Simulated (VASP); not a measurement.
# AlN (Fm-3m) in VASP: a series of runs, part 3 of 3

VASP 6.6.1. The steps go on from the part before.

### 6 Electric field gradients, PBE (volume scaled by 1.025)

File INCAR:

```
PREC = Accurate
ENCUT = 520
EDIFF = 1E-8
ISMEAR = -1
SIGMA = 0.02
LREAL = False
LASPH = True
NELM = 80
ALGO = Normal
ISIF = 2
LWAVE = False
LCHARG = False
GGA = PE
LEFG = True
NBANDS = 11
```

File KPOINTS:

```
Automatic mesh
0
Gamma
  10 10 10
```

File POSCAR:

```
AlN
1.0
    0.0000000000      1.9943478488      1.9943478488
    1.9943478488      0.0000000000      1.9943478488
    1.9943478488      1.9943478488      0.0000000000
Al N
1 1
Direct
    0.0000000000      0.0000000000      0.0000000000
    0.5000000000      0.5000000000      0.5000000000
```

Potentials or basis: VASP PAW PBE potentials, release 64 (Al, N).

Command:

```sh
$ cat potpaw_PBE.64/Al/POTCAR potpaw_PBE.64/N/POTCAR > POTCAR
$ mpirun -np 1 vasp_std > vasp.out
```

OUTCAR:

```text
PREC = Accurate
   ENCUT = 520
   EDIFF = 1E-8
   ISMEAR = -1
   LREAL = False
   LASPH = True
   NELM = 80
   ISIF = 2
   GGA = PE

 ion  position               nearest neighbor table
   1  0.000  0.000  0.000-   2 1.99   2 1.99   2 1.99   2 1.99   2 1.99   2 1.99
   2  0.500  0.500  0.500-   1 1.99   1 1.99   1 1.99   1 1.99   1 1.99   1 1.99

  LATTYP: Found a face centered cubic cell.
 ALAT       =     3.9886956976

  Lattice vectors:

 A1 = (   0.0000000000,   1.9943478488,   1.9943478488)
 A2 = (   1.9943478488,   0.0000000000,   1.9943478488)
 A3 = (   1.9943478488,   1.9943478488,   0.0000000000)

Analysis of symmetry for initial positions (statically):
=====================================================================
 Subroutine PRICEL returns:
 Original cell was already a primitive cell.

 Routine SETGRP: Setting up the symmetry group for a
 face centered cubic supercell.

 Subroutine GETGRP returns: Found 48 space group operations
[... 9 lines left out ...]

 Routine SETGRP: Setting up the symmetry group for a
 face centered cubic supercell.

 Subroutine GETGRP returns: Found 48 space group operations
[... 11 lines left out ...]
                                     Primitive cell

  volume of cell :      15.8647

  direct lattice vectors                    reciprocal lattice vectors
     0.000000000  1.994347849  1.994347849    -0.250708521  0.250708521  0.250708521
     1.994347849  0.000000000  1.994347849     0.250708521 -0.250708521  0.250708521
     1.994347849  1.994347849  0.000000000     0.250708521  0.250708521 -0.250708521

  length of vectors
     2.820433776  2.820433776  2.820433776     0.434239897  0.434239897  0.434239897

  position of ions in fractional coordinates (direct lattice)
     0.000000000  0.000000000  0.000000000
     0.500000000  0.500000000  0.500000000

  ion indices of the primitive-cell ions
   primitive index   ion index
                 1           1
                 2           2

----------------------------------------------------------------------------------------

 KPOINTS: Automatic mesh

Automatic generation of k-mesh.
 Grid dimensions read from file:
 generate k-points for:   10   10   10

 Generating k-lattice:

  Cartesian coordinates                     Fractional coordinates (reciprocal lattice)
    -0.025070852  0.025070852  0.025070852     0.100000000  0.000000000  0.000000000
     0.025070852 -0.025070852  0.025070852     0.000000000  0.100000000  0.000000000
     0.025070852  0.025070852 -0.025070852     0.000000000  0.000000000  0.100000000

  Length of vectors
     0.043423990  0.043423990  0.043423990

  Shift w.r.t. Gamma in fractional coordinates (k-lattice)
     0.000000000  0.000000000  0.000000000

 Subroutine IBZKPT returns following result:
 ===========================================

 Found     47 irreducible k-points:

 Following reciprocal coordinates:
            Coordinates               Weight
[... 49 lines left out ...]
   ISIF   =      2    stress and relaxation
   ISYM   =      2    0-nonsym 1-usesym 2-fastsym
   POTIM  = 0.5000    time-step for ionic-motion
   TEBEG  =    0.0;   TEEND  =   0.0 temperature during run
   PSTRESS=    0.0 pullay stress
   NELECT =       8.0000    total number of electrons
   NUPDOWN=      -1.0000    fix difference up-down
   EMIN   =  10.00;   EMAX   =-10.00  energy-range for DOS
   EFERMI =   0.00;   METHOD = LEGACY
   ISMEAR =    -1;   SIGMA  =   0.02  broadening in eV -4-tet -1-fermi 0-gaus
   EFERMI_NEDOS =   21; number of points for ismear=-14 and -15
   IALGO  =     38    algorithm
   IMIX   =      4    mixing-type and parameters
     AMIX     =   0.40;   BMIX     =  1.00
     AMIX_MAG =   1.60;   BMIX_MAG =  1.00
  volume/ion in A,a.u.               =       7.93        53.53
  Fermi-wavevector in a.u.,A,eV,Ry     =   1.303049  2.462405 23.101814  1.697935
  Thomas-Fermi vector in A             =   2.434076
   LORBIT       =      0    0 simple, 1 ext, 2 COOP (PROOUT), +10 PAW based schemes
   GGA     = PE    functional components
   LHFCALC =     F    Hartree Fock is set to
   AEXX    =    0.0000 exact exchange contribution
   IVDW    =     0    specifies the selected vdW correction
   LEPSILON=     F    determine dielectric tensor
   LRPA    =     F    only Hartree local field effects (RPA)
 non-spin polarized calculation
  energy-cutoff  :      520.00
  volume of cell :       15.86
 maximum number of plane-waves:       444
 NGX is ok and might be reduce to    24
   NGX = 11   NGY = 11   NGZ = 11

 number of electron       7.9999999 magnetization

 Free energy of the ion-electron system (eV)
  ---------------------------------------------------
  ext. energy  EPLUGINS =         0.00000000
  ---------------------------------------------------
  free energy    TOTEN  =       -14.49579070 eV

  energy without entropy =      -14.49579070  energy(sigma->0) =      -14.49579070

 E-fermi :  11.0149     XC(G=0): -12.4775

 val. band max:       10.5008612709   @ k =   0.0000   0.0000   0.0000
 cond. band min:      15.5073951904   @ k =   0.5000   0.5000   0.0000
 fundamental gap:      5.0065339195
 Fermi energy:        11.0148852917

 k-point     1 :       0.0000    0.0000    0.0000
  band No.  band energies     occupation
      1      -7.4277      2.00000
      2      10.5009      2.00000
      3      10.5009      2.00000
      4      10.5009      2.00000
      5      16.7807      0.00000
      6      22.7992      0.00000
      7      22.7992      0.00000
      8      22.7992      0.00000
      9      28.0516      0.00000
     10      28.5930      0.00000
     11      28.5930      0.00000
[... 309 lines left out ...]
 k-point    24 :       0.4000    0.3000    0.0000
  band No.  band energies     occupation
      1      -4.2785      2.00000
      2       4.4858      2.00000
      3       7.5908      2.00000
      4       8.1283      2.00000
      5      16.8683      0.00000
      6      17.6178      0.00000
      7      23.1879      0.00000
      8      26.6238      0.00000
      9      27.4400      0.00000
     10      32.7919      0.00000
     11      35.9255      0.00000

 [... further k-points ...]
[... 5 lines left out ...]
  --------------------------------------------------------------------------------------
  -------------------------------------------------------------------------------------
  Total        1.6837075      1.6837075      1.6837075      0.0000000     -0.0000000     -0.0000000
  in kB      170.0374178    170.0374178    170.0374178      0.0000000     -0.0000000     -0.0000000
  external PRESSURE =     170.0374178 kB  Pullay stress =       0.0000000 kB

 VOLUME and BASIS-vectors are now :
 -----------------------------------------------------------------------------
  energy-cutoff  :      520.00
  volume of cell :       15.86
      direct lattice vectors                 reciprocal lattice vectors
     0.000000000  1.994347849  1.994347849    -0.250708521  0.250708521  0.250708521
     1.994347849  0.000000000  1.994347849     0.250708521 -0.250708521  0.250708521
     1.994347849  1.994347849  0.000000000     0.250708521  0.250708521 -0.250708521

 POSITION                                       TOTAL-FORCE (eV/Angst)
 -----------------------------------------------------------------------------------
      0.00000      0.00000      0.00000        -0.000000      0.000000     -0.000000
      1.99435      1.99435      1.99435         0.000000     -0.000000      0.000000
 -----------------------------------------------------------------------------------
    total drift:                               -0.000000     -0.000000      0.000000

  FREE ENERGIE OF THE ION-ELECTRON SYSTEM (eV)
  ---------------------------------------------------
  free  energy   TOTEN  =       -14.4957907026 eV

  energy  without entropy=      -14.4957907026  energy(sigma->0) =      -14.49579070

 Electric field gradients (V/A^2)
---------------------------------------------------------------------
 ion       V_xx      V_yy      V_zz      V_xy      V_xz      V_yz
---------------------------------------------------------------------
   1      -0.000     0.000     0.000     0.000     0.000     0.000
   2      -0.000     0.000    -0.000     0.000     0.000     0.000
---------------------------------------------------------------------

 Electric field gradients after diagonalization (V/A^2)
 (convention: |V_zz| > |V_xx| > |V_yy|)
----------------------------------------------------------------------
 ion       V_xx      V_yy      V_zz     asymmetry (V_yy - V_xx)/ V_zz
----------------------------------------------------------------------
   1      -0.000    -0.000     0.000       0.000
   2      -0.000    -0.000     0.000       0.000
----------------------------------------------------------------------

           NMR quadrupolar parameters

 Cq : quadrupolar parameter    Cq=e*Q*V_zz/h
 eta: asymmetry parameters     (V_yy - V_xx)/ V_zz
 Q  : nuclear electric quadrupole moment in mb (millibarn)
----------------------------------------------------------------------
 ion       Cq(MHz)       eta       Q (mb)
----------------------------------------------------------------------
   1       0.000       0.000       1.000
   2       0.000       0.000       1.000
----------------------------------------------------------------------
```

stdout:

```text
POSCAR found type information on POSCAR AlN
 POSCAR found :  2 types and       2 ions
 scaLAPACK will be used
 LDA part: xc-table for (Slater+PW92), standard interpolation
 POSCAR, INCAR and KPOINTS ok, starting setup
 FFT: planning ... GRIDC
 FFT: planning ... GRID_SOFT
 FFT: planning ... GRID
 WAVECAR not read
 entering main loop
ion   1

ion   2
```

Run time: 12 s. Hardware: 1 thread of Intel Xeon 8259CL, shared host; peak memory 0.13 GiB.

Results:

```yaml
Free_energy: -14.4958 eV
Pressure: 17.0 GPa
Band_gap_on_the_k_mesh: 5.01 eV, indirect (least direct gap 6.28 eV)
```

Levels at points of the mesh, in eV from the valence-band top:
| k point | band 1 | band 2 | band 3 | band 4 | band 5 | band 6 | band 7 | band 8 | band 9 |
| --- | --- | --- | --- | --- | --- | --- | --- | --- | --- |
| (0.00, 0.00, 0.00) | -17.93 | 0.00 | 0.00 | 0.00 | 6.28 | 12.30 | 12.30 | 12.30 | 17.55 |
| (0.50, 0.00, 0.00) | -14.50 | -8.57 | -1.15 | -1.15 | 6.40 | 11.33 | 11.33 | 13.92 | 16.55 |
| (0.50, 0.50, 0.00) | -13.46 | -7.66 | -2.90 | -2.90 | 5.01 | 5.23 | 14.56 | 17.90 | 17.90 |

Caveat: without QUAD_EFG the Cq values of the log hold for a quadrupole moment of 1 mb, not for the nuclei.

### 7 The runs side by side

```tsv
cell	gap on the mesh (eV)	pressure (GPa)
a = 2.750 Å, angles 60.0°, 2 atoms	5.08	44.9
a = 2.774 Å, angles 60.0°, 2 atoms	5.13	34.5
a = 2.797 Å, angles 60.0°, 2 atoms	5.19	25.2
a = 2.820 Å, angles 60.0°, 2 atoms	5.01	17.0
```

Alike in all rows: task electric field gradients; level PBE; potentials or basis VASP PAW PBE potentials, release 64 (Al, N); no spin polarisation; k mesh 10 × 10 × 10; cutoff (eV) 520; smearing fermi-dirac 0.02 eV.

Absolute energies hang on the potentials; compare differences alone.
